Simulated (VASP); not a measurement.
# KCl (I4/mmm) in VASP: further runs, part 2 of 2

VASP 6.6.1. Earlier steps stand in the parts before.

## Step 5: Single point, r2SCAN

This run uses another cell than the first one, of the same volume but with other edges.

The input, POSCAR:

```
KCl
1.0
    0.0000000000      3.0574065631      3.3631472195
    3.0574065631      0.0000000000      3.3631472195
    3.0574065631      3.0574065631      0.0000000000
K Cl
1 1
Direct
    0.0000000000      0.0000000000      0.0000000000
    0.5000000000      0.5000000000      0.5000000000
```

The input, INCAR.step1:

```
PREC = Accurate ; ENCUT = 520
ISMEAR = 0 ; SIGMA = 0.05
LREAL = F ; LASPH = T
NELM = 100 ; NBANDS = 15
GGA = PE ; ALGO = Normal
EDIFF = 1E-4 ; LWAVE = T
LCHARG = F
```

The input, INCAR.step2:

```
PREC = Accurate ; ENCUT = 520
EDIFF = 1E-6 ; ISMEAR = 0
SIGMA = 0.05 ; LREAL = F
LASPH = T ; NELM = 100
ALGO = Normal ; ISIF = 2
LWAVE = F ; LCHARG = F
METAGGA = R2SCAN ; LMIXTAU = T
NBANDS = 15 ; ISTART = 1
```

The input, KPOINTS:

```
regular mesh
0
Gamma
  8 8 8
```

Potentials or basis: VASP PAW PBE potentials, release 64 (K_sv, Cl).

The run is started by

```
> cat potpaw_PBE.64/K_sv/POTCAR potpaw_PBE.64/Cl/POTCAR > POTCAR
> cp INCAR.step1 INCAR
> mpirun -np 1 vasp_std > vasp.out
> cp INCAR.step2 INCAR
> mpirun -np 1 vasp_std > vasp.out
```

OUTCAR:

```text
PREC = Accurate
   ENCUT = 520
   EDIFF = 1E-6
   ISMEAR = 0
   LREAL = F
   LASPH = T
   NELM = 100
   ISIF = 2
   METAGGA = R2SCAN
   ISTART = 1

 ion  position               nearest neighbor table
   1  0.000  0.000  0.000-   2 3.06   2 3.06   2 3.06   2 3.06
   2  0.500  0.500  0.500-   1 3.06   1 3.06   1 3.06   1 3.06

  LATTYP: Found a body centered tetragonal cell.
 ALAT       =     4.3238258272
 C/A-ratio  =     1.5556349187

  Lattice vectors:

 A1 = (  -3.0574065631,   0.0000000000,   3.3631472195)
 A2 = (   3.0574065631,   0.0000000000,   3.3631472195)
 A3 = (   0.0000000000,   3.0574065631,  -3.3631472195)

Analysis of symmetry for initial positions (statically):
=====================================================================
 Subroutine PRICEL returns:
 Original cell was already a primitive cell.

 Routine SETGRP: Setting up the symmetry group for a
 body centered tetragonal supercell.

 Subroutine GETGRP returns: Found 16 space group operations
 (whereof 16 operations were pure point group operations)
 out of a pool of 16 trial point group operations.

The static configuration has the point symmetry D_4h.

Analysis of symmetry for dynamics (positions and initial velocities):
=====================================================================
 Subroutine PRICEL returns:
 Original cell was already a primitive cell.

 Routine SETGRP: Setting up the symmetry group for a
 body centered tetragonal supercell.

 Subroutine GETGRP returns: Found 16 space group operations
 (whereof 16 operations were pure point group operations)
 out of a pool of 16 trial point group operations.

The dynamic configuration has the point symmetry D_4h.

 Subroutine INISYM returns: Found 16 space group operations
 (whereof 16 operations are pure point group operations),
 and found     1 'primitive' translations

----------------------------------------------------------------------------------------

                                     Primitive cell
[... 116 lines left out ...]
   METAGGA = R2SCAN    functional components
   LHFCALC =     F    Hartree Fock is set to
   AEXX    =    0.0000 exact exchange contribution
   IVDW    =     0    specifies the selected vdW correction
   LEPSILON=     F    determine dielectric tensor
   LRPA    =     F    only Hartree local field effects (RPA)
 non-spin polarized calculation
 Gauss-broadening in eV      SIGMA  =   0.05
  energy-cutoff  :      520.00
  volume of cell :       62.88
 maximum number of plane-waves:      1716
 NGX is ok and might be reduce to    36

 number of electron      16.0000000 magnetization

 Free energy of the ion-electron system (eV)
  ---------------------------------------------------
  ext. energy  EPLUGINS =         0.00000000
  ---------------------------------------------------
  free energy    TOTEN  =       -16.46505522 eV

  energy without entropy =      -16.46505522  energy(sigma->0) =      -16.46505522

 E-fermi :  -2.0273     XC(G=0):  -7.8985

 val. band max:       -2.2761127309   @ k =   0.0000   0.0000   0.0000
 cond. band min:       3.4607526069   @ k =   0.0000   0.0000   0.0000
 fundamental gap:      5.7368653379
 Fermi energy:        -2.0273339343

 k-point     1 :       0.0000    0.0000    0.0000
  band No.  band energies     occupation
      1     -30.5670      2.00000
      2     -14.9707      2.00000
      3     -13.2795      2.00000
      4     -13.2562      2.00000
      5     -13.2561      2.00000
      6      -2.3404      2.00000
      7      -2.2761      2.00000
      8      -2.2761      2.00000
      9       3.4608      0.00000
     10       6.3530      0.00000
     11       6.9595      0.00000
     12       6.9595      0.00000
     13       7.6144      0.00000
     14       7.9968      0.00000
[... 401 lines left out ...]
      2     -15.1023      2.00000
      3     -13.2999      2.00000
      4     -13.2664      2.00000
      5     -13.0686      2.00000
      6      -3.1199      2.00000
      7      -2.5836      2.00000
      8      -2.5439      2.00000
      9       5.4095      0.00000
     10       6.1870      0.00000
     11       8.2720      0.00000
     12       8.6259      0.00000
     13       8.8434      0.00000
     14       9.5714      0.00000
     15      11.0791      0.00000

 [... further k-points ...]
[... 5 lines left out ...]
  --------------------------------------------------------------------------------------
  -------------------------------------------------------------------------------------
  Total        0.5256845      0.5256845     -0.7125644      0.0000000      0.0000000      0.0000000
  in kB       13.3953334     13.3953334    -18.1573486      0.0000000      0.0000000      0.0000000
  external PRESSURE =       2.8777727 kB  Pullay stress =       0.0000000 kB

 VOLUME and BASIS-vectors are now :
 -----------------------------------------------------------------------------
  energy-cutoff  :      520.00
  volume of cell :       62.88
      direct lattice vectors                 reciprocal lattice vectors
     0.000000000  3.057406563  3.363147220    -0.163537295  0.163537295  0.148670268
     3.057406563  0.000000000  3.363147220     0.163537295 -0.163537295  0.148670268
     3.057406563  3.057406563  0.000000000     0.163537295  0.163537295 -0.148670268

 POSITION                                       TOTAL-FORCE (eV/Angst)
 -----------------------------------------------------------------------------------
      0.00000      0.00000      0.00000         0.000000      0.000000     -0.000000
      3.05741      3.05741      3.36315         0.000000      0.000000      0.000000
 -----------------------------------------------------------------------------------
    total drift:                                0.000000      0.000000      0.000000

  FREE ENERGIE OF THE ION-ELECTRON SYSTEM (eV)
  ---------------------------------------------------
  free  energy   TOTEN  =       -16.4650552183 eV

  energy  without entropy=      -16.4650552183  energy(sigma->0) =      -16.46505522
```

OSZICAR.step1:

```text
N       E                     dE             d eps       ncg     rms          rms(c)
DAV:   1     0.103560962359E+03    0.10356E+03   -0.70465E+03  1770   0.953E+02
DAV:   2    -0.427342074632E+00   -0.10399E+03   -0.94453E+02  2276   0.239E+02
DAV:   3    -0.682578141995E+01   -0.63984E+01   -0.63612E+01  2478   0.524E+01
DAV:   4    -0.706854938148E+01   -0.24277E+00   -0.24272E+00  2711   0.928E+00
DAV:   5    -0.707058422639E+01   -0.20348E-02   -0.20348E-02  2534   0.913E-01    0.347E+00
DAV:   6    -0.677016724618E+01    0.30042E+00   -0.44226E-01  2218   0.333E+00    0.282E+00
DAV:   7    -0.675372152029E+01    0.16446E-01   -0.10913E-01  2442   0.186E+00    0.161E+00
DAV:   8    -0.676616473325E+01   -0.12443E-01   -0.17397E-02  2221   0.979E-01    0.188E-01
DAV:   9    -0.676687955327E+01   -0.71482E-03   -0.89494E-04  2415   0.189E-01    0.104E-01
DAV:  10    -0.676754675773E+01   -0.66720E-03   -0.70520E-04  1861   0.164E-01    0.206E-02
DAV:  11    -0.676755165849E+01   -0.49008E-05   -0.16256E-05  1907   0.266E-02
   1 F= -.67675517E+01 E0= -.67675517E+01  d E =-.176083E-17
```

Wall time 4.3 min (1 thread of Intel Xeon Platinum 8259CL at 2.50GHz (Skylake/Cascade Lake), shared host); peak memory 0.23 GiB.

Results:

```yaml
Free_energy: -16.4651 eV
Pressure: 0.3 GPa
Band_gap_on_the_k_mesh: 5.74 eV, direct
```

Stress tensor (GPa, compression positive):
```
 1.34  0.00  0.00
 0.00  1.34  0.00
 0.00  0.00 -1.82
```

Levels at points of the mesh, in eV from the valence-band top:
```csv
k point,band 4,band 5,band 6,band 7,band 8,band 9,band 10,band 11,band 12,band 13
"(0.00, 0.00, 0.00)",-10.98,-10.98,-0.06,0.00,0.00,5.74,8.63,9.24,9.24,9.89
"(0.50, 0.00, 0.00)",-10.97,-10.72,-1.07,-0.36,-0.35,8.06,9.14,11.26,11.37,11.80
"(0.50, 0.50, 0.00)",-11.02,-11.02,-0.76,-0.17,-0.17,7.13,9.15,10.20,10.96,11.52
"(0.50, 0.00, 0.50)",-11.06,-11.04,-0.63,-0.29,-0.27,6.99,9.16,10.77,11.22,11.58
```

Caveat: the PAW data sets were made with another functional, which shifts forces and pressure a little. A k mesh can miss the band edges.

## Step 6: Single point, r2SCAN

This run uses another cell than the first one, of the same volume but with other edges.

The input, POSCAR:

```
KCl
1.0
    0.0000000000      3.6434513064      2.3682433492
    3.6434513064      0.0000000000      2.3682433492
    3.6434513064      3.6434513064      0.0000000000
K Cl
1 1
Direct
    0.0000000000      0.0000000000      0.0000000000
    0.5000000000      0.5000000000      0.5000000000
```

The input, INCAR.step1:

```
ALGO = Normal
EDIFF = 1E-4
ENCUT = 520
GGA = PE
ISMEAR = 0
LASPH = T
LCHARG = F
LREAL = F
LWAVE = T
NBANDS = 15
NELM = 80
PREC = Accurate
SIGMA = 0.05
```

The input, INCAR.step2:

```
ALGO = Normal
EDIFF = 1E-7
ENCUT = 520
ISIF = 2
ISMEAR = 0
ISTART = 1
LASPH = T
LCHARG = T
LELF = T
LMIXTAU = T
LREAL = F
LVHAR = T
LWAVE = F
METAGGA = R2SCAN
NBANDS = 15
NELM = 80
PREC = Accurate
SIGMA = 0.05
```

The input, KPOINTS:

```
k-points
0
Gamma
  8 8 8
```

Potentials or basis: VASP PAW PBE potentials, release 64 (K_sv, Cl).

The run is started by

```
> cat potpaw_PBE.64/K_sv/POTCAR potpaw_PBE.64/Cl/POTCAR > POTCAR
> cp INCAR.step1 INCAR
> mpirun -np 1 vasp_std > vasp.out
> cp INCAR.step2 INCAR
> mpirun -np 1 vasp_std > vasp.out
```

Run time: 3.9 min. Hardware: 1 thread of Intel Xeon Platinum 8259CL at 2.50GHz (Skylake/Cascade Lake), shared host; peak memory 0.23 GiB.

It converged, with:

- Free energy: -14.3743 eV
- Pressure: 16.5 GPa
- Band gap on the k mesh: 3.51 eV, direct

Stress tensor (GPa, compression positive):
```
-1.92  0.00  0.00
 0.00 -1.92  0.00
 0.00  0.00 53.44
```

Levels at points of the mesh, in eV from the valence-band top:
```csv
k point,band 6,band 7,band 8,band 9,band 10,band 11
"(0.00, 0.00, 0.00)",-1.69,-1.69,0.00,3.51,7.15,7.15
"(0.50, 0.00, 0.00)",-2.69,-2.19,-2.18,6.44,7.23,9.41
"(0.50, 0.50, 0.00)",-2.07,-2.07,-0.26,4.95,9.31,9.36
"(0.50, 0.00, 0.50)",-2.34,-1.70,-0.11,6.29,6.39,7.76
```

Caveat: the PAW data sets were made with another functional, which shifts forces and pressure a little. A k mesh can miss the band edges.

## Step 7: The runs side by side

| cell | gap on the mesh (eV) | pressure (GPa) |
| --- | --- | --- |
| a = 4.348, b = 4.348, c = 4.849 Å, angles 56.1, 56.1, 67.8°, 2 atoms | 5.16 | 4.3 |
| a = 4.743, b = 4.743, c = 4.090 Å, angles 64.5, 64.5, 51.1°, 2 atoms | 5.47 | 3.2 |
| a = 4.409, b = 4.409, c = 4.589 Å, angles 58.6, 58.6, 62.7°, 2 atoms | 5.71 | 0.2 |
| a = 4.545, b = 4.545, c = 4.324 Å, angles 61.6, 61.6, 56.8°, 2 atoms | 5.74 | 0.3 |
| a = 4.345, b = 4.345, c = 5.153 Å, angles 53.6, 53.6, 72.7°, 2 atoms | 3.51 | 16.5 |

Alike in all rows: task single point; level r2SCAN; potentials or basis VASP PAW PBE potentials, release 64 (K_sv, Cl); no spin polarisation; k mesh 8 × 8 × 8; cutoff (eV) 520; smearing gaussian 0.05 eV.

Caveats: the PAW data sets were made with another functional, which shifts forces and pressure a little.

Total energies depend on the potentials used, so only differences within one code and one set of settings carry meaning.
